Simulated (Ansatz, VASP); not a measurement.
One calculation of Cu4Mo, two programs

The input INCAR:

```
SYSTEM = Cu4Mo
PREC = Accurate ; ENCUT = 600
EDIFF = 1E-6 ; ISMEAR = 0
SIGMA = 0.1 ; LREAL = .False.
LASPH = .True. ; NELM = 100
ALGO = Normal ; ISIF = 3
LWAVE = .False. ; LCHARG = .False.
GGA = PE ; IBRION = 2
NSW = 90 ; EDIFFG = -0.04
```

KPOINTS

```
Automatic mesh
0
Gamma
  6 6 6
  0 0 0
```

File POSCAR:

```
Cu4Mo
1.0
   -2.6033873400      2.6033873400      2.6033873400
    2.6033873400     -2.6033873400      2.6033873400
    2.6033873400      2.6033873400     -2.6033873400
Cu Mo
4 1
Direct
    0.0000000000      0.0000000000      0.5000000000
    0.0000000000      0.5000000000      0.0000000000
    0.5000000000      0.0000000000      0.0000000000
    0.5000000000      0.5000000000      0.5000000000
    0.0000000000      0.0000000000      0.0000000000
```

Input for Ansatz:

```yaml
crystal:
  lattice:
    - [-2.60338734, 2.60338734, 2.60338734]
    - [2.60338734, -2.60338734, 2.60338734]
    - [2.60338734, 2.60338734, -2.60338734]
  atoms:
    - { symbol: Cu, position: [0.0, 0.0, 0.5] }
    - { symbol: Cu, position: [0.0, 0.5, 0.0] }
    - { symbol: Cu, position: [0.5, 0.0, 0.0] }
    - { symbol: Cu, position: [0.5, 0.5, 0.5] }
    - { symbol: Mo, position: [0.0, 0.0, 0.0] }
basis:
  ecutwfc: 420
kpoints:
  mp_grid: { grid: [6, 6, 6] }
hamiltonian:
  xc: pbe
scf:
  occupations: { method: gaussian, width: 0.1 }
  lower_state_search: "off"
output:
  forces: true
  stress: true
  eigenvalues: true
relax:
  adjacent_minimum: "off"
  f_tol: 0.04
  max_steps: 70
  cell: { stress_tol: 0.4 }
```

Change from the starting cell: species swapped into the CrGa4 type (Im-3m, No. 229).

Alike in both runs: task relaxation of cell and atoms; functional PBE; k mesh 6 × 6 × 6; occupations gaussian, width 0.1 eV; no spin polarisation.

```csv
,VASP,Ansatz
version,VASP 6.6.1,Ansatz 0.2.0
potentials or method,"VASP PAW PBE potentials, release 64 (Cu, Mo_sv), cutoff 600 eV","scalar-relativistic, plane waves, PAW"
valence electrons in the cell,58,90
```

|  | VASP | Ansatz | Ansatz less VASP |
| --- | --- | --- | --- |
| gap on the k mesh at the Fermi level, each at its own relaxed structure (eV) | none | none | - |
| relaxed volume (Å³/atom) | 17.93 | 17.83 | -0.105 |
| relaxed length of the cell vector where the two differ most in proportion (Å) | 4.884 | 4.874 | -0.0095 |

A gap of «none» marks a metal or a gap that the smearing closes. VASP's potentials hold 58 valence electrons a cell and Ansatz's 90, so a difference there can come from the potentials and not from the codes.

Noted on VASP's run: the volume moved by over 15 % at a fixed basis, so the end points are rough.
